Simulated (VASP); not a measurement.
A run of VASP 6.6.1 is set up as follows.

Contents of INCAR:

```
  PREC = Accurate
  ENCUT = 520
  EDIFF = 1E-6
  ISMEAR = -1
  SIGMA = 0.05
  LREAL = Auto
  LASPH = True
  NELM = 150
  ALGO = Normal
  ISIF = 2
  LWAVE = False
  LCHARG = True
  ISPIN = 2
  MAGMOM = 0 0 0 0 0 0 0 0 0 0 0 0 0 0 0 0 0
  LORBIT = 11
  GGA = PE
  LELF = True
  LVHAR = True
  NBANDS = 53
```

The input KPOINTS:

```
Automatic mesh
0
Gamma
  2 2 2
```

POSCAR

```
Si16O
1.0
    0.0000000000      5.4300000000      5.4300000000
    5.4300000000      0.0000000000      5.4300000000
    5.4300000000      5.4300000000      0.0000000000
Si O
16 1
Direct
    0.0067764273     -0.0122721915      0.0002605893
    0.1107586556      0.1327034070      0.1270008287
   -0.0216739411      0.0195094843      0.5004501842
    0.1178703499      0.1284710866      0.6260011050
   -0.0089265193      0.5019587477      0.0021611418
    0.1265706262      0.6122569982      0.1296232965
   -0.0126797422      0.5030567219      0.5037918969
    0.0979337017      0.6441285451      0.6262182320
    0.4761188766      0.0513588398     -0.0402599448
    0.6332879374      0.0773179558      0.1327140884
    0.4929378453      0.0033741252      0.5043210866
    0.6052264273      0.1819450276      0.5886301105
    0.4996065378      0.4489831492      0.0078595764
    0.6258449355      0.5822585635      0.1194149171
    0.4716248619      0.5533235727      0.4761543278
    0.6123195212      0.6275265193      0.6326928177
    0.5490878453      0.8167848987      0.9392456722
```

Potentials or basis: VASP PAW PBE potentials, release 64 (Si, O).

Command:

```sh
$ cat potpaw_PBE.64/Si/POTCAR potpaw_PBE.64/O/POTCAR > POTCAR
$ mpirun -np 1 vasp_std > vasp.out
```

Estimate the pressure.

4.3 GPa.

Estimate the largest force.

0.075 eV/Å.

Predict the net moment.

0.00 μB per cell.

Stress tensor (GPa, compression positive):
```
 4.24 -1.51  1.14
-1.51  4.22 -1.16
 1.14 -1.16  4.54
```

Caveat: the k points lie up to 0.50 Å⁻¹ apart.
